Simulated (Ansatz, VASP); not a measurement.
**One calculation of Ca, two programs**

File INCAR:

```
SYSTEM = Ca
  PREC = Accurate
  ENCUT = 520
  EDIFF = 1E-6
  ISMEAR = 0
  SIGMA = 0.1
  LREAL = .FALSE.
  LASPH = .TRUE.
  NELM = 100
  ALGO = Normal
  ISIF = 2
  LWAVE = .FALSE.
  LCHARG = .FALSE.
  GGA = PE
  NBANDS = 11
```

The input KPOINTS:

```
regular mesh
0
G
  14 14 14
  0 0 0
```

File POSCAR:

```
Ca
1.0
    0.0000000000      2.8402763580      2.8402763580
    2.8402763580      0.0000000000      2.8402763580
    2.8402763580      2.8402763580      0.0000000000
Ca
1
Direct
    0.0000000000      0.0000000000      0.0000000000
```

Input for Ansatz:

```yaml
crystal:
  lattice:
    - [0.0, 2.840276358, 2.840276358]
    - [2.840276358, 0.0, 2.840276358]
    - [2.840276358, 2.840276358, 0.0]
  atoms:
    - { symbol: Ca, position: [0.0, 0.0, 0.0] }
basis:
  ecutwfc: 420
kpoints:
  mp_grid: { grid: [14, 14, 14] }
hamiltonian:
  xc: pbe
scf:
  occupations: { method: gaussian, width: 0.1 }
output:
  forces: true
  stress: true
  eigenvalues: true
```

Alike in both runs: task single point; functional PBE; k mesh 14 × 14 × 14; occupations gaussian, width 0.1 eV; no spin polarisation.

|  | VASP | Ansatz |
| --- | --- | --- |
| version | VASP 6.6.1 | Ansatz 0.2.0 |
| potentials or method | VASP PAW PBE potentials, release 64 (Ca_sv), cutoff 520 eV | scalar-relativistic, plane waves, PAW |
| valence electrons in the cell | 10 | 10 |

VASP gave:

| Property | Result |
| --- | --- |
| gap on the k mesh at the Fermi level (eV) | none |
| pressure (GPa) | -1.3 |

**Question.** Which values does Ansatz return?

**Answer.** gap on the k mesh at the Fermi level (eV): none; pressure (GPa): -1.2.

A gap of «none» marks a metal or a gap that the smearing closes.
